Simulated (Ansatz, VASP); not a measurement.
## Si: VASP beside Ansatz

INCAR

```
PREC = Accurate ; ENCUT = 600
EDIFF = 1E-7 ; ISMEAR = -1
SIGMA = 0.05 ; LREAL = False
LASPH = True ; NELM = 60
ALGO = Normal ; ISIF = 3
LWAVE = False ; LCHARG = False
GGA = B5 ; ALDAX = 1.0
AGGAX = 1.0 ; AGGAC = 1.0
ALDAC = 0.0 ; IBRION = 2
NSW = 60 ; EDIFFG = -0.01
```

KPOINTS

```
regular mesh
0
Gamma
  11 11 11
```

The input POSCAR:

```
Si
1.0
   -2.3713723045      2.3713723045      1.3292653899
    2.3713723045     -2.3713723045      1.3292653899
    2.3713723045      2.3713723045     -1.3292653899
Si
2
Direct
    0.5000000000      0.5000000000      0.0000000000
    0.2500000000      0.7500000000      0.5000000000
```

input.yaml

```yaml
crystal:
  lattice:
    - [-2.3713723045, 2.3713723045, 1.3292653899]
    - [2.3713723045, -2.3713723045, 1.3292653899]
    - [2.3713723045, 2.3713723045, -1.3292653899]
  atoms:
    - { symbol: Si, position: [0.5, 0.5, 0.0] }
    - { symbol: Si, position: [0.25, 0.75, 0.5] }
hamiltonian:
  xc: blyp
  pseudopotentials: { kind: paw }
kpoints:
  mp_grid: { grid: [11, 11, 11] }
scf:
  occupations: { method: fermi_dirac, width: 0.05 }
output:
  forces: true
  stress: true
  eigenvalues: true
relax:
  f_tol: 0.01
  max_steps: 40
  cell: { stress_tol: 0.05 }
```

Alike in both runs: task relaxation of cell and atoms; functional BLYP; k mesh 11 × 11 × 11; occupations fermi-dirac, width 0.05 eV; no spin polarisation.

|  | VASP | Ansatz |
| --- | --- | --- |
| version | VASP 6.6.1 | Ansatz 0.2.0 |
| potentials or method | VASP PAW PBE potentials, release 64 (Si) | Ansatz PAW |
| plane-wave cutoff (eV) | 600 | 420 |
| valence electrons in the cell | 8 | 8 |

|  | VASP | Ansatz | Ansatz less VASP |
| --- | --- | --- | --- |
| gap on the k mesh at the Fermi level, each at its own relaxed structure (eV) | none | none | - |
| relaxed volume (Å³/atom) | 16.65 | 16.71 | +0.068 |
| relaxed length of the cell vector where the two differ most in proportion (Å) | 3.740 | 3.702 | -0.0373 |

VASP's potentials were made for PBE, not for BLYP. A gap of «none» marks a metal or a gap that the smearing closes.

Noted on Ansatz's run: the plane-wave basis is chosen anew once the cell has moved, so the energies of steps on either side of that aren't comparable.
